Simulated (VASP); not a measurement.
# Ni (P6/mmm) in VASP: notebook, part 2 of 2

VASP 6.6.1.

### 3 Single point, PBE, collinear spin, ferromagnetic start (11.57 Å³/atom)

This run uses another cell than the first one, of 11.57 Å³/atom.

INCAR

```
SYSTEM = Ni
  PREC = Accurate
  ENCUT = 600
  EDIFF = 1E-6
  ISMEAR = -1
  SIGMA = 0.05
  LREAL = .False.
  LASPH = .True.
  NELM = 200
  ALGO = Normal
  ISIF = 2
  LWAVE = .False.
  LCHARG = .False.
  ISPIN = 2
  MAGMOM = 0.65 0.694 0.694
  LORBIT = 11
  LMAXMIX = 4
  GGA = PE
  NBANDS = 26
  GGA_COMPAT = .False.
```

KPOINTS

```
regular mesh
0
Gamma
  10 10 15
  0 0 0
```

POSCAR

```
Ni
1.0
    4.0434714296      0.0000000000      0.0000000000
   -2.0217357148      3.5017489775      0.0000000000
    0.0000000000      0.0000000000      2.4503480506
Ni
3
Direct
    0.0000000000      0.0000000000      0.0000000000
    0.3333333333      0.6666666667      0.5000000000
    0.6666666667      0.3333333333      0.5000000000
```

Potentials or basis: VASP PAW PBE potentials, release 64 (Ni).

Started as:

```sh
cat potpaw_PBE.64/Ni/POTCAR > POTCAR
mpirun -np 1 vasp_std > vasp.out
```

OUTCAR:

```text
SYSTEM = Ni
   PREC = Accurate
   ENCUT = 600
   EDIFF = 1E-6
   ISMEAR = -1
   LREAL = .False.
   LASPH = .True.
   NELM = 200
   ISIF = 2
   ISPIN = 2
   LORBIT = 11
   GGA = PE

 ion  position               nearest neighbor table
   1  0.000  0.000  0.000-   2 2.64   3 2.64   2 2.64   3 2.64   2 2.64   2 2.64   3 2.64   3 2.64
                             3 2.64   3 2.64   2 2.64   2 2.64
   2  0.333  0.667  0.500-   3 2.33   3 2.33   3 2.33   1 2.64   1 2.64   1 2.64   1 2.64   1 2.64
                             1 2.64
   3  0.667  0.333  0.500-   2 2.33   2 2.33   2 2.33   1 2.64   1 2.64   1 2.64   1 2.64   1 2.64
                             1 2.64

  LATTYP: Found a hexagonal cell.
 ALAT       =     4.0434714296
 C/A-ratio  =     0.6060010793

  Lattice vectors:

 A1 = (   4.0434714296,   0.0000000000,   0.0000000000)
 A2 = (  -2.0217357148,   3.5017489775,   0.0000000000)
 A3 = (   0.0000000000,   0.0000000000,   2.4503480506)

Analysis of symmetry for initial positions (statically):
=====================================================================
 Subroutine PRICEL returns:
 Original cell was already a primitive cell.

 Routine SETGRP: Setting up the symmetry group for a
 hexagonal supercell.

 Subroutine GETGRP returns: Found 24 space group operations
 (whereof 24 operations were pure point group operations)
 out of a pool of 24 trial point group operations.

The static configuration has the point symmetry D_6h.

Analysis of symmetry for dynamics (positions and initial velocities):
=====================================================================
 Subroutine PRICEL returns:
 Original cell was already a primitive cell.

 Routine SETGRP: Setting up the symmetry group for a
 hexagonal supercell.

 Subroutine GETGRP returns: Found 24 space group operations
 (whereof 24 operations were pure point group operations)
 out of a pool of 24 trial point group operations.

The dynamic configuration has the point symmetry D_6h.

Analysis of structural, dynamic, and magnetic symmetry:
=====================================================================
 Subroutine PRICEL returns:
 Original cell was already a primitive cell.

 Routine SETGRP: Setting up the symmetry group for a
 hexagonal supercell.

 Subroutine GETGRP returns: Found 24 space group operations
 (whereof 24 operations were pure point group operations)
 out of a pool of 24 trial point group operations.

The overall configuration has the point symmetry D_6h.

 Subroutine INISYM returns: Found 24 space group operations
 (whereof 24 operations are pure point group operations),
 and found     1 'primitive' translations

----------------------------------------------------------------------------------------

                                     Primitive cell

  volume of cell :      34.6950

  direct lattice vectors                    reciprocal lattice vectors
     4.043471430  0.000000000  0.000000000     0.247312246  0.142785792  0.000000000
    -2.021735715  3.501748978  0.000000000     0.000000000  0.285571583  0.000000000
     0.000000000  0.000000000  2.450348051     0.000000000  0.000000000  0.408105289

  length of vectors
     4.043471430  4.043471430  2.450348051     0.285571583  0.285571583  0.408105289

  position of ions in fractional coordinates (direct lattice)
     0.000000000  0.000000000  0.000000000
     0.333333333  0.666666667  0.500000000
     0.666666667  0.333333333  0.500000000

  ion indices of the primitive-cell ions
[... 75 lines left out ...]
   NELM   =    200;   NELMIN=  2; NELMDL= -5     # of ELM steps
   EDIFF  = 0.1E-05   stopping-criterion for ELM
   LREAL  =      F    real-space projection
   EDIFFG = 0.1E-04   stopping-criterion for IOM
   NSW    =      0    number of steps for IOM
   IBRION =     -1    ionic relax: 0-MD 1-quasi-New 2-CG
   NFREE  =      0    steps in history (QN), initial steepest desc. (CG)
   ISIF   =      2    stress and relaxation
   ISYM   =      2    0-nonsym 1-usesym 2-fastsym
   POTIM  = 0.5000    time-step for ionic-motion
   TEBEG  =    0.0;   TEEND  =   0.0 temperature during run
   PSTRESS=    0.0 pullay stress
   NELECT =      30.0000    total number of electrons
   NUPDOWN=      -1.0000    fix difference up-down
   EMIN   =  10.00;   EMAX   =-10.00  energy-range for DOS
   EFERMI =   0.00;   METHOD = LEGACY
   ISMEAR =    -1;   SIGMA  =   0.05  broadening in eV -4-tet -1-fermi 0-gaus
   EFERMI_NEDOS =   21; number of points for ismear=-14 and -15
   IALGO  =     38    algorithm
   IMIX   =      4    mixing-type and parameters
     AMIX     =   0.40;   BMIX     =  1.00
     AMIX_MAG =   1.60;   BMIX_MAG =  1.00
  volume/ion in A,a.u.               =      11.57        78.04
  Fermi-wavevector in a.u.,A,eV,Ry     =   1.559647  2.947305 33.096137  2.432497
  Thomas-Fermi vector in A             =   2.662974
   LORBIT       =     11    0 simple, 1 ext, 2 COOP (PROOUT), +10 PAW based schemes
   GGA     = PE    functional components
   LHFCALC =     F    Hartree Fock is set to
   AEXX    =    0.0000 exact exchange contribution
   IVDW    =     0    specifies the selected vdW correction
   LEPSILON=     F    determine dielectric tensor
   LRPA    =     F    only Hartree local field effects (RPA)
 spin polarized calculation
  energy-cutoff  :      600.00
  volume of cell :       34.70
 maximum number of plane-waves:      1176
   NGX = 17   NGY = 17   NGZ =  9

 number of electron      29.9999998 magnetization       1.9082079

 Free energy of the ion-electron system (eV)
  ---------------------------------------------------
  ext. energy  EPLUGINS =         0.00000000
  ---------------------------------------------------
  free energy    TOTEN  =       -16.03639049 eV

  energy without entropy =      -15.98173224  energy(sigma->0) =      -16.00906137

 E-fermi :   8.5372     XC(G=0): -12.8884

 val. band max:        8.5363774191   @ k =   0.4000   0.2000   0.0667
 cond. band min:       8.5384707222   @ k =   0.1000   0.1000   0.3333
 fundamental gap:      0.0020933031
 Fermi energy:         8.5372079644

 spin component 1

 k-point     1 :       0.0000    0.0000    0.0000
  band No.  band energies     occupation
      1      -0.0456      1.00000
      2       4.5822      1.00000
      3       5.5981      1.00000
      4       5.5981      1.00000
      5       5.6017      1.00000
      6       5.6017      1.00000
[... 685 lines left out ...]
     25      26.9569      0.00000
     26      27.8525      0.00000

 [... further k-points ...]

 spin component 2

 k-point     1 :       0.0000    0.0000    0.0000
  band No.  band energies     occupation
      1      -0.0764      1.00000
      2       5.1394      1.00000
      3       6.0888      1.00000
      4       6.0888      1.00000
      5       6.1333      1.00000
      6       6.1333      1.00000
[... 685 lines left out ...]
     25      26.9874      0.00000
     26      27.9317      0.00000

 [... further k-points ...]

------------------------ aborting loop because EDIFF is reached ----------------------------------------

  FORCE on cell =-STRESS in cart. coord.  units (eV):
  Direction    XX          YY          ZZ          XY          YZ          ZX
  --------------------------------------------------------------------------------------
  -------------------------------------------------------------------------------------
  Total       -1.5022375     -1.5022375     -1.4263536      0.0000000      0.0000000     -0.0000000
  in kB      -69.3716490    -69.3716490    -65.8674138      0.0000000      0.0000000     -0.0000000
  external PRESSURE =     -68.2035706 kB  Pullay stress =       0.0000000 kB

 VOLUME and BASIS-vectors are now :
 -----------------------------------------------------------------------------
  energy-cutoff  :      600.00
  volume of cell :       34.70
      direct lattice vectors                 reciprocal lattice vectors
     4.043471430  0.000000000  0.000000000     0.247312246  0.142785792  0.000000000
    -2.021735715  3.501748978  0.000000000     0.000000000  0.285571583  0.000000000
     0.000000000  0.000000000  2.450348051     0.000000000  0.000000000  0.408105289

 POSITION                                       TOTAL-FORCE (eV/Angst)
 -----------------------------------------------------------------------------------
      0.00000      0.00000      0.00000         0.000000      0.000000      0.000000
     -0.00000      2.33450      1.22517        -0.000000      0.000000      0.000000
      2.02174      1.16725      1.22517         0.000000     -0.000000     -0.000000
 -----------------------------------------------------------------------------------
    total drift:                               -0.000000      0.000000     -0.000000

  FREE ENERGIE OF THE ION-ELECTRON SYSTEM (eV)
  ---------------------------------------------------
  free  energy   TOTEN  =       -16.0363904936 eV

  energy  without entropy=      -15.9817322420  energy(sigma->0) =      -16.00906137

 total charge

# of ion       s       p       d       tot
------------------------------------------
    1        0.455   0.430   8.287   9.172
    2        0.488   0.453   8.314   9.255
    3        0.488   0.453   8.314   9.255
--------------------------------------------------
tot          1.430   1.337  24.915  27.682

 magnetization (x)

# of ion       s       p       d       tot
------------------------------------------
    1       -0.003  -0.023   0.650   0.624
    2       -0.006  -0.022   0.692   0.664
    3       -0.006  -0.022   0.692   0.664
--------------------------------------------------
tot         -0.015  -0.067   2.035   1.953
```

OSZICAR:

```text
N       E                     dE             d eps       ncg     rms          rms(c)
DAV:   1     0.183346256709E+03    0.18335E+03   -0.14199E+04 12240   0.177E+03
DAV:   2    -0.789230286918E+01   -0.19124E+03   -0.17776E+03 11696   0.302E+02
DAV:   3    -0.188081947704E+02   -0.10916E+02   -0.10229E+02 12528   0.909E+01
DAV:   4    -0.189867706438E+02   -0.17858E+00   -0.17834E+00 13628   0.112E+01
DAV:   5    -0.189926577199E+02   -0.58871E-02   -0.58863E-02 13902   0.180E+00    0.162E+01
DAV:   6    -0.174438541075E+02    0.15488E+01   -0.18577E+01 13092   0.733E+01    0.142E+01
DAV:   7    -0.189067983822E+02   -0.14629E+01   -0.19490E+01 13860   0.875E+01    0.246E+01
DAV:   8    -0.160565833787E+02    0.28502E+01   -0.89887E+00 14142   0.433E+01    0.328E+00
DAV:   9    -0.160406793266E+02    0.15904E-01   -0.34810E-01 14898   0.769E+00    0.176E+00
DAV:  10    -0.160390805458E+02    0.15988E-02   -0.38606E-02 13172   0.274E+00    0.882E-01
DAV:  11    -0.160366905152E+02    0.23900E-02   -0.36839E-03 17766   0.118E+00    0.382E-01
DAV:  12    -0.160363929941E+02    0.29752E-03   -0.23140E-03 15928   0.616E-01    0.109E-01
DAV:  13    -0.160363884249E+02    0.45692E-05   -0.22426E-04 15838   0.206E-01    0.535E-02
DAV:  14    -0.160363884997E+02   -0.74777E-07   -0.29631E-05 16790   0.129E-01    0.279E-02
DAV:  15    -0.160363914159E+02   -0.29162E-05   -0.83359E-06 14118   0.530E-02    0.121E-02
DAV:  16    -0.160363904936E+02    0.92230E-06   -0.13455E-06  6360   0.256E-02
   1 F= -.16036390E+02 E0= -.16009061E+02  d E =-.546583E-01  mag=     1.9083
```

stdout:

```text
POSCAR found type information on POSCAR Ni
 POSCAR found :  1 types and       3 ions
 scaLAPACK will be used
 LDA part: xc-table for (Slater+PW92), standard interpolation
 POSCAR, INCAR and KPOINTS ok, starting setup
 FFT: planning ... GRIDC
 FFT: planning ... GRID_SOFT
 FFT: planning ... GRID
 WAVECAR not read
 entering main loop
```

Run time: 2.9 min. Hardware: 1 thread of Intel Xeon Platinum 8124M at 3.00GHz (Skylake/Cascade Lake), shared host; peak memory 0.29 GiB.

Results:

| Item | Value |
| --- | --- |
| Free energy | -16.0364 eV |
| Pressure | -6.8 GPa |
| Net moment | 1.91 μB per cell |
| Site moments | Ni +0.62, +0.66 (each value once) μB |
| Valence electrons inside the program's atomic spheres | Ni 9.17, 9.26 (each value once) |

Caveat: the cell stands under tension.

### 4 Single point, PBE

This run uses another cell than the first one, of 11.06 Å³/atom.

INCAR

```
  PREC = Accurate
  ENCUT = 520
  EDIFF = 1E-6
  ISMEAR = -1
  SIGMA = 0.1
  LREAL = False
  LASPH = True
  NELM = 100
  ALGO = Normal
  ISIF = 2
  LWAVE = False
  LCHARG = True
  GGA = PE
  LELF = True
  LVHAR = True
  NBANDS = 22
```

KPOINTS

```
regular mesh
0
Gamma
  9 9 13
```

POSCAR

```
Ni
1.0
    3.9938654276      0.0000000000      0.0000000000
   -1.9969327138      3.4587889196      0.0000000000
    0.0000000000      0.0000000000      2.4027503927
Ni
3
Direct
    0.0000000000      1.0000000000      1.0000000000
    0.3333333333      0.6666666667      0.5000000000
    0.6666666667      0.3333333333      0.5000000000
```

Started as:

```sh
cat potpaw_PBE.64/Ni/POTCAR > POTCAR
mpirun -np 1 vasp_std > vasp.out
```

Wall time 24 s (1 thread of AMD EPYC 9R45 (Zen 5), shared host); peak memory 0.14 GiB.

Results (log left out):

* Free energy: -16.0670 eV
* Pressure: 0.0 GPa
* Band gap on the k mesh: zero (bands 15 and 16 overlap by 0.55 eV)

Stress tensor (GPa, compression positive):
```
 0.05  0.00  0.00
 0.00  0.05  0.00
 0.00  0.00 -0.08
```

Levels at points of the mesh, in eV from the Fermi level:
```
           k point  band 13  band 14  band 15  band 16  band 17  band 18  band 19  band 20
(0.00, 0.00, 0.00)    -0.96    -0.96     0.06     0.06     6.25     6.25     6.26     6.26
```

Caveat: the run has no spin polarisation, though such a crystal can be magnetic. Spin polarisation is off, so any magnetic state and its effect on volume and gap are missing.

### 5 Single point, PBE (9.74 Å³/atom)

This run uses another cell than the first one, of 9.74 Å³/atom.

INCAR

```
SYSTEM = Ni
PREC = Accurate
ENCUT = 520
EDIFF = 1E-6
ISMEAR = -1
SIGMA = 0.1
LREAL = .False.
LASPH = .True.
NELM = 60
ALGO = Normal
ISIF = 2
LWAVE = .False.
LCHARG = .False.
GGA = PE
NBANDS = 22
```

KPOINTS

```
regular mesh
0
Gamma
  12 12 17
  0 0 0
```

POSCAR

```
Ni
1.0
    3.8272572233      0.0000000000      0.0000000000
   -1.9136286116      3.3145019822      0.0000000000
    0.0000000000      0.0000000000      2.3025171886
Ni
3
Direct
    0.0000000000      1.0000000000      1.0000000000
    0.3333333333      0.6666666667      0.5000000000
    0.6666666667      0.3333333333      0.5000000000
```

Started as:

```sh
cat potpaw_PBE.64/Ni/POTCAR > POTCAR
mpirun -np 1 vasp_std > vasp.out
```

It took 38 s on 1 thread of AMD EPYC 9R45 (Zen 5), shared host; peak memory 0.17 GiB.

Results (log left out):

```
Free energy            : -15.7091 eV
Pressure               : 32.9 GPa
Band gap on the k mesh : zero (bands 15 and 16 overlap by 0.70 eV)
```

Stress tensor (GPa, compression positive):
```
33.38  0.00  0.00
 0.00 33.38  0.00
 0.00  0.00 31.94
```

Levels at points of the mesh, in eV from the Fermi level:
| k point | band 12 | band 13 | band 14 | band 15 | band 16 | band 17 | band 18 | band 19 | band 20 | band 21 |
| --- | --- | --- | --- | --- | --- | --- | --- | --- | --- | --- |
| (0.00, 0.00, 0.00) | -1.23 | -1.16 | -1.16 | 0.10 | 0.10 | 6.86 | 6.86 | 6.88 | 6.88 | 9.64 |
| (0.50, 0.00, 0.00) | -0.48 | -0.27 | -0.25 | -0.22 | -0.14 | 0.01 | 0.14 | 7.41 | 16.79 | 16.92 |

Caveat: the cell stands under pressure; the run has no spin polarisation, though such a crystal can be magnetic. Spin polarisation is off, so any magnetic state and its effect on volume and gap are missing.

### 6 Overview

```tsv
spin	cell	k mesh	cutoff (eV)	smearing	gap on the mesh (eV)	pressure (GPa)	moment (μB)
collinear, ferromagnetic start	a = 3.991, b = 3.991, c = 2.419 Å, angles 90.0, 90.0, 120.0°, 3 atoms	10 × 10 × 15	600	fermi-dirac 0.05 eV	none	-0.2	1.87
collinear, ferromagnetic start	a = 4.043, b = 4.043, c = 2.450 Å, angles 90.0, 90.0, 120.0°, 3 atoms	10 × 10 × 15	600	fermi-dirac 0.05 eV	none	-6.8	1.91
off	a = 3.994, b = 3.994, c = 2.403 Å, angles 90.0, 90.0, 120.0°, 3 atoms	9 × 9 × 13	520	fermi-dirac 0.1 eV	none	0.0	-
off	a = 3.827, b = 3.827, c = 2.303 Å, angles 90.0, 90.0, 120.0°, 3 atoms	12 × 12 × 17	520	fermi-dirac 0.1 eV	none	32.9	-
```

Alike in all rows: task single point; level PBE; potentials or basis VASP PAW PBE potentials, release 64 (Ni).

Caveats: the cell stands under tension (at least some runs); the cell stands under pressure (at least some runs).

Absolute energies hang on the potentials; compare differences alone.
